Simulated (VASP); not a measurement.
# InP (rocksalt type) (Fm-3m) in VASP: notebook

The runs below take InP (rocksalt type) through single point, relaxation of cell and atoms, with r2SCAN.

Everything below comes from runs of VASP 6.6.1. Logs are shortened: lines on timing, memory, paths and dates and some standing lists are left out, and cuts for length are marked.

## 1. The cell of the first run

The structure is cubic, space group Fm-3m (No. 225). Conventional cell: a = 5.266 Å, b = 5.266 Å, c = 5.266 Å, α = 90.00°, β = 90.00°, γ = 90.00°. Within 3.5 Å of In (site symmetry m-3m) lie 6 P at 2.63 Å. Within 3.5 Å of P (site symmetry m-3m) lie 6 In at 2.63 Å.

## 2. Single point, r2SCAN (18.26 Å³/atom)

POSCAR reads:

```
InP
1.0
    0.0000000000      2.6331315172      2.6331315172
    2.6331315172      0.0000000000      2.6331315172
    2.6331315172      2.6331315172      0.0000000000
In P
1 1
Direct
    0.0000000000      0.0000000000      0.0000000000
    0.5000000000      0.5000000000      0.5000000000
```

INCAR.step1 reads:

```
SYSTEM = InP
PREC     = Accurate       ! precision mode
ENCUT    = 520            ! plane-wave cutoff, eV
ISMEAR   = -1             ! smearing method
SIGMA    = 0.05           ! smearing width, eV
LREAL    = .False.        ! projectors in reciprocal space
LASPH    = .True.         ! aspherical terms in the spheres
NELM     = 60             ! most SCF steps
NBANDS   = 16             ! bands
GGA      = PE             ! functional
ALGO     = Normal         ! electronic algorithm
EDIFF    = 1E-4           ! SCF threshold, eV
LWAVE    = .True.         ! write WAVECAR
LCHARG   = .False.        ! write CHGCAR
```

INCAR.step2 reads:

```
SYSTEM = InP
PREC     = Accurate       ! precision mode
ENCUT    = 520            ! plane-wave cutoff, eV
EDIFF    = 1E-6           ! SCF threshold, eV
ISMEAR   = -1             ! smearing method
SIGMA    = 0.05           ! smearing width, eV
LREAL    = .False.        ! projectors in reciprocal space
LASPH    = .True.         ! aspherical terms in the spheres
NELM     = 60             ! most SCF steps
ALGO     = Normal         ! electronic algorithm
ISIF     = 2              ! what is computed and relaxed
LWAVE    = .False.        ! write WAVECAR
LCHARG   = .False.        ! write CHGCAR
METAGGA  = R2SCAN         ! meta-GGA
LMIXTAU  = .True.       
NBANDS   = 16             ! bands
ISTART   = 1
```

KPOINTS reads:

```
regular mesh
0
Gamma
  14 14 14
  0 0 0
```

Potentials or basis: VASP PAW PBE potentials, release 64 (In_d, P).

Launch:

```
> cat potpaw_PBE.64/In_d/POTCAR potpaw_PBE.64/P/POTCAR > POTCAR
> cp INCAR.step1 INCAR
> mpirun -np 1 vasp_std > vasp.out
> cp INCAR.step2 INCAR
> mpirun -np 1 vasp_std > vasp.out
```

OUTCAR:

```text
SYSTEM = InP
   PREC = Accurate
   ENCUT = 520
   EDIFF = 1E-6
   ISMEAR = -1
   LREAL = .False.
   LASPH = .True.
   NELM = 60
   ISIF = 2
   METAGGA = R2SCAN
   ISTART = 1

 ion  position               nearest neighbor table
   1  0.000  0.000  0.000-   2 2.63   2 2.63   2 2.63   2 2.63   2 2.63   2 2.63
   2  0.500  0.500  0.500-   1 2.63   1 2.63   1 2.63   1 2.63   1 2.63   1 2.63

  LATTYP: Found a face centered cubic cell.
 ALAT       =     5.2662630344

  Lattice vectors:

 A1 = (   0.0000000000,   2.6331315172,   2.6331315172)
 A2 = (   2.6331315172,   0.0000000000,   2.6331315172)
 A3 = (   2.6331315172,   2.6331315172,   0.0000000000)

Analysis of symmetry for initial positions (statically):
=====================================================================
 Subroutine PRICEL returns:
 Original cell was already a primitive cell.

 Routine SETGRP: Setting up the symmetry group for a
 face centered cubic supercell.

 Subroutine GETGRP returns: Found 48 space group operations
 (whereof 48 operations were pure point group operations)
 out of a pool of 48 trial point group operations.

The static configuration has the point symmetry O_h .

Analysis of symmetry for dynamics (positions and initial velocities):
=====================================================================
 Subroutine PRICEL returns:
 Original cell was already a primitive cell.

 Routine SETGRP: Setting up the symmetry group for a
 face centered cubic supercell.

 Subroutine GETGRP returns: Found 48 space group operations
 (whereof 48 operations were pure point group operations)
 out of a pool of 48 trial point group operations.

The dynamic configuration has the point symmetry O_h .

 Subroutine INISYM returns: Found 48 space group operations
 (whereof 48 operations are pure point group operations),
 and found     1 'primitive' translations

----------------------------------------------------------------------------------------

                                     Primitive cell

  volume of cell :      36.5130

  direct lattice vectors                    reciprocal lattice vectors
     0.000000000  2.633131517  2.633131517    -0.189887971  0.189887971  0.189887971
     2.633131517  0.000000000  2.633131517     0.189887971 -0.189887971  0.189887971
     2.633131517  2.633131517  0.000000000     0.189887971  0.189887971 -0.189887971

  length of vectors
     3.723810303  3.723810303  3.723810303     0.328895613  0.328895613  0.328895613

  position of ions in fractional coordinates (direct lattice)
     0.000000000  0.000000000  0.000000000
     0.500000000  0.500000000  0.500000000

  ion indices of the primitive-cell ions
   primitive index   ion index
                 1           1
                 2           2

----------------------------------------------------------------------------------------

 KPOINTS: regular mesh

Automatic generation of k-mesh.
 Grid dimensions read from file:
 generate k-points for:   14   14   14

 Generating k-lattice:

  Cartesian coordinates                     Fractional coordinates (reciprocal lattice)
    -0.013563426  0.013563426  0.013563426     0.071428571  0.000000000  0.000000000
     0.013563426 -0.013563426  0.013563426     0.000000000  0.071428571  0.000000000
     0.013563426  0.013563426 -0.013563426     0.000000000  0.000000000  0.071428571

  Length of vectors
     0.023492544  0.023492544  0.023492544

  Shift w.r.t. Gamma in fractional coordinates (k-lattice)
     0.000000000  0.000000000  0.000000000

 Subroutine IBZKPT returns following result:
 ===========================================

 Found    104 irreducible k-points:

 Following reciprocal coordinates:
            Coordinates               Weight
  0.000000  0.000000  0.000000      1.000000
  0.071429  0.000000  0.000000      8.000000
  0.142857  0.000000  0.000000      8.000000
  0.214286  0.000000  0.000000      8.000000
  0.285714  0.000000  0.000000      8.000000
  0.357143  0.000000  0.000000      8.000000
[... 16 lines left out ...]
  0.214286  0.142857  0.000000     24.000000
  0.285714  0.142857  0.000000     24.000000
 [... further k-points ...]
   k-points           NKPTS =    104   k-points in BZ     NKDIM =    104   number of bands    NBANDS=     16
   number of dos      NEDOS =    301   number of ions     NIONS =      2
   total plane-waves  NPLWV =  21952
   dimension x,y,z NGX =    28 NGY =   28 NGZ =   28
   dimension x,y,z NGXF=    56 NGYF=   56 NGZF=   56
   ions per type =               1   1
   NGX,Y,Z   is equivalent  to a cutoff of  12.50, 12.50, 12.50 a.u.
   NGXF,Y,Z  is equivalent  to a cutoff of  25.00, 25.00, 25.00 a.u.
 SYSTEM =  InP
   PREC   = accura    normal or accurate (medium, high low for compatibility)
   ISTART =      1    job   : 0-new  1-cont  2-samecut
   ICHARG =      0    charge: 1-file 2-atom 10-const
   ISPIN  =      1    spin polarized calculation?
   LNONCOLLINEAR =      F non collinear calculations
   LSORBIT =      F    spin-orbit coupling
   LASPH  =      T    aspherical Exc in radial PAW
   ENCUT  =  520.0 eV  38.22 Ry    6.18 a.u.   6.92  6.92  6.92*2*pi/ulx,y,z
   NELM   =     60;   NELMIN=  2; NELMDL=  0     # of ELM steps
   EDIFF  = 0.1E-05   stopping-criterion for ELM
   LREAL  =      F    real-space projection
   EDIFFG = 0.1E-04   stopping-criterion for IOM
   NSW    =      0    number of steps for IOM
   IBRION =     -1    ionic relax: 0-MD 1-quasi-New 2-CG
   NFREE  =      0    steps in history (QN), initial steepest desc. (CG)
   ISIF   =      2    stress and relaxation
   ISYM   =      2    0-nonsym 1-usesym 2-fastsym
   POTIM  = 0.5000    time-step for ionic-motion
   TEBEG  =    0.0;   TEEND  =   0.0 temperature during run
   PSTRESS=    0.0 pullay stress
   NELECT =      18.0000    total number of electrons
   NUPDOWN=      -1.0000    fix difference up-down
   EMIN   =  10.00;   EMAX   =-10.00  energy-range for DOS
   EFERMI =   0.00;   METHOD = LEGACY
   ISMEAR =    -1;   SIGMA  =   0.05  broadening in eV -4-tet -1-fermi 0-gaus
   EFERMI_NEDOS =   21; number of points for ismear=-14 and -15
   IALGO  =     38    algorithm
   IMIX   =      4    mixing-type and parameters
     AMIX     =   0.40;   BMIX     =  1.00
     AMIX_MAG =   1.60;   BMIX_MAG =  1.00
  volume/ion in A,a.u.               =      18.26       123.20
  Fermi-wavevector in a.u.,A,eV,Ry     =   1.293252  2.443892 22.755750  1.672500
  Thomas-Fermi vector in A             =   2.424909
   LORBIT       =      0    0 simple, 1 ext, 2 COOP (PROOUT), +10 PAW based schemes
   METAGGA = R2SCAN    functional components
   LHFCALC =     F    Hartree Fock is set to
   AEXX    =    0.0000 exact exchange contribution
   IVDW    =     0    specifies the selected vdW correction
   LEPSILON=     F    determine dielectric tensor
   LRPA    =     F    only Hartree local field effects (RPA)
 non-spin polarized calculation
  energy-cutoff  :      520.00
  volume of cell :       36.51
 maximum number of plane-waves:       998
   NGX = 13   NGY = 13   NGZ = 13

 number of electron      17.9999994 magnetization

 Free energy of the ion-electron system (eV)
  ---------------------------------------------------
  ext. energy  EPLUGINS =         0.00000000
  ---------------------------------------------------
  free energy    TOTEN  =       -31.53206998 eV

  energy without entropy =      -31.52509496  energy(sigma->0) =      -31.52858247

 E-fermi :   8.9441     XC(G=0): -11.7866

 val. band max:        8.9196953142   @ k =  -0.1429   0.2143   0.0714
 cond. band min:       9.0005809632   @ k =   0.4286   0.2857   0.0000
 fundamental gap:      0.0808856490
 Fermi energy:         8.9441122787

 k-point     1 :       0.0000    0.0000    0.0000
  band No.  band energies     occupation
      1      -6.0872      2.00000
      2      -6.0872      2.00000
      3      -6.0321      2.00000
      4      -6.0321      2.00000
      5      -6.0321      2.00000
      6      -4.8614      2.00000
[... 8 lines left out ...]
     15      19.0392      0.00000
     16      19.0471      0.00000

 k-point     2 :       0.0714    0.0000    0.0000
  band No.  band energies     occupation
      1      -6.0914      2.00000
      2      -6.0914      2.00000
      3      -6.0328      2.00000
      4      -6.0270      2.00000
      5      -6.0270      2.00000
      6      -4.7835      2.00000
[... 8 lines left out ...]
     15      18.0261      0.00000
     16      18.8976      0.00000

 k-point     3 :       0.1429    0.0000    0.0000
  band No.  band energies     occupation
      1      -6.1055      2.00000
      2      -6.1054      2.00000
      3      -6.0359      2.00000
      4      -6.0102      2.00000
      5      -6.0102      2.00000
      6      -4.5508      2.00000
[... 8 lines left out ...]
     15      17.5336      0.00000
     16      18.6119      0.00000

 k-point     4 :       0.2143    0.0000    0.0000
  band No.  band energies     occupation
      1      -6.1280      2.00000
      2      -6.1280      2.00000
      3      -6.0422      2.00000
      4      -5.9834      2.00000
      5      -5.9834      2.00000
      6      -4.1687      2.00000
[... 8 lines left out ...]
     15      17.9855      0.00000
     16      18.4912      0.00000

 k-point     5 :       0.2857    0.0000    0.0000
  band No.  band energies     occupation
      1      -6.1540      2.00000
      2      -6.1540      2.00000
      3      -6.0510      2.00000
      4      -5.9524      2.00000
      5      -5.9524      2.00000
      6      -3.6545      2.00000
[... 8 lines left out ...]
     15      18.7742      0.00000
     16      18.8835      0.00000

 k-point     6 :       0.3571    0.0000    0.0000
  band No.  band energies     occupation
      1      -6.1776      2.00000
      2      -6.1776      2.00000
      3      -6.0598      2.00000
      4      -5.9239      2.00000
      5      -5.9239      2.00000
      6      -3.0514      2.00000
[... 8 lines left out ...]
     15      19.7217      0.00000
     16      19.8728      0.00000
[... 267 lines left out ...]
 k-point    21 :      -0.0714    0.0714    0.0000
  band No.  band energies     occupation
      1      -6.1051      2.00000
      2      -6.0938      2.00000
      3      -6.0350      2.00000
      4      -6.0215      2.00000
      5      -6.0144      2.00000
      6      -4.6518      2.00000
[... 8 lines left out ...]
     15      18.2489      0.00000
     16      19.3422      0.00000

 k-point    22 :       0.1429    0.1429    0.0000
  band No.  band energies     occupation
      1      -6.1644      2.00000
      2      -6.0726      2.00000
      3      -6.0496      2.00000
      4      -6.0002      2.00000
      5      -6.0002      2.00000
      6      -4.4201      2.00000
[... 8 lines left out ...]
     15      20.0940      0.00000
     16      20.4745      0.00000

 k-point    23 :       0.2143    0.1429    0.0000
  band No.  band energies     occupation
      1      -6.2089      2.00000
      2      -6.0749      2.00000
      3      -6.0553      2.00000
      4      -5.9850      2.00000
      5      -5.9777      2.00000
      6      -4.1148      2.00000
[... 8 lines left out ...]
     15      19.7215      0.00000
     16      20.5733      0.00000

 k-point    24 :       0.2857    0.1429    0.0000
  band No.  band energies     occupation
      1      -6.2484      2.00000
      2      -6.0918      2.00000
      3      -6.0561      2.00000
      4      -5.9709      2.00000
      5      -5.9467      2.00000
      6      -3.6673      2.00000
[... 8 lines left out ...]
     15      19.9874      0.00000
     16      20.5474      0.00000

 [... further k-points ...]

------------------------ aborting loop because EDIFF is reached ----------------------------------------

  FORCE on cell =-STRESS in cart. coord.  units (eV):
  Direction    XX          YY          ZZ          XY          YZ          ZX
  --------------------------------------------------------------------------------------
  -------------------------------------------------------------------------------------
  Total        3.3352223      3.3352223      3.3352223      0.0000000      0.0000000     -0.0000000
  in kB      146.3483128    146.3483128    146.3483128      0.0000000      0.0000000     -0.0000000
  external PRESSURE =     146.3483128 kB  Pullay stress =       0.0000000 kB

 VOLUME and BASIS-vectors are now :
 -----------------------------------------------------------------------------
  energy-cutoff  :      520.00
  volume of cell :       36.51
      direct lattice vectors                 reciprocal lattice vectors
     0.000000000  2.633131517  2.633131517    -0.189887971  0.189887971  0.189887971
     2.633131517  0.000000000  2.633131517     0.189887971 -0.189887971  0.189887971
     2.633131517  2.633131517  0.000000000     0.189887971  0.189887971 -0.189887971

 POSITION                                       TOTAL-FORCE (eV/Angst)
 -----------------------------------------------------------------------------------
      0.00000      0.00000      0.00000         0.000000      0.000000      0.000000
      2.63313      2.63313      2.63313        -0.000000     -0.000000     -0.000000
 -----------------------------------------------------------------------------------
    total drift:                               -0.000000      0.000000      0.000000

  FREE ENERGIE OF THE ION-ELECTRON SYSTEM (eV)
  ---------------------------------------------------
  free  energy   TOTEN  =       -31.5320699800 eV

  energy  without entropy=      -31.5250949606  energy(sigma->0) =      -31.52858247
```

Wall time 5.5 min (1 thread of Intel Xeon 8259CL, shared host); peak memory 0.21 GiB.

Results:

```yaml
Free_energy: -31.5321 eV
Pressure: 14.6 GPa
Band_gap_on_the_k_mesh: zero (bands 9 and 10 overlap by 2.50 eV)
```

Caveat: the cell stands under pressure; the PAW data sets were made with another functional, which shifts forces and pressure a little; spin-orbit coupling is left out, which moves the levels of the heavy elements.

## 3. Single point, r2SCAN (19.50 Å³/atom)

This run uses another cell than the first one, of 19.50 Å³/atom.

POSCAR reads:

```
InP
1.0
    0.0000000000      2.6916646147      2.6916646147
    2.6916646147      0.0000000000      2.6916646147
    2.6916646147      2.6916646147      0.0000000000
In P
1 1
Direct
    0.0000000000      0.0000000000      0.0000000000
    0.5000000000      0.5000000000      0.5000000000
```

INCAR.step1 reads:

```
SYSTEM = InP
PREC = Accurate
ENCUT = 520
ISMEAR = -1
SIGMA = 0.05
LREAL = .False.
LASPH = .True.
NELM = 100
NBANDS = 16
GGA = PE
ALGO = Normal
EDIFF = 1E-4
LWAVE = .True.
LCHARG = .False.
```

INCAR.step2 reads:

```
SYSTEM = InP
PREC = Accurate
ENCUT = 520
EDIFF = 1E-7
ISMEAR = -1
SIGMA = 0.05
LREAL = .False.
LASPH = .True.
NELM = 100
ALGO = Normal
ISIF = 2
LWAVE = .False.
LCHARG = .False.
METAGGA = R2SCAN
LMIXTAU = .True.
NBANDS = 16
ISTART = 1
```

KPOINTS is that of step 2.

Potentials or basis: VASP PAW PBE potentials, release 64 (In_d, P).

Launch:

```
> cat potpaw_PBE.64/In_d/POTCAR potpaw_PBE.64/P/POTCAR > POTCAR
> cp INCAR.step1 INCAR
> mpirun -np 1 vasp_std > vasp.out
> cp INCAR.step2 INCAR
> mpirun -np 1 vasp_std > vasp.out
```

Run time: 6.5 min. Hardware: 1 thread of Intel Xeon 8259CL, shared host; peak memory 0.21 GiB.

It converged, with:

```
Free energy            : -31.6907 eV
Pressure               : 6.1 GPa
Band gap on the k mesh : zero (bands 9 and 10 overlap by 2.56 eV)
```

Levels at points of the mesh, in eV from the Fermi level:
```tsv
k point	band 6	band 7	band 8	band 9	band 10	band 11	band 12	band 13
(0.00, 0.00, 0.00)	-13.21	-0.40	-0.40	-0.40	1.79	7.53	7.53	7.53
(0.50, 0.00, 0.00)	-10.78	-7.29	0.15	0.15	3.00	3.68	3.68	6.41
(0.50, 0.50, 0.00)	-9.29	-5.67	-2.74	-2.74	-2.24	4.02	11.41	11.41
```

Caveat: the cell stands under pressure; the PAW data sets were made with another functional, which shifts forces and pressure a little; spin-orbit coupling is left out, which moves the levels of the heavy elements.

(Part 1 of 2 ends here.)

The gap in the log of VASP goes by the Fermi energy; the results here count the filled bands.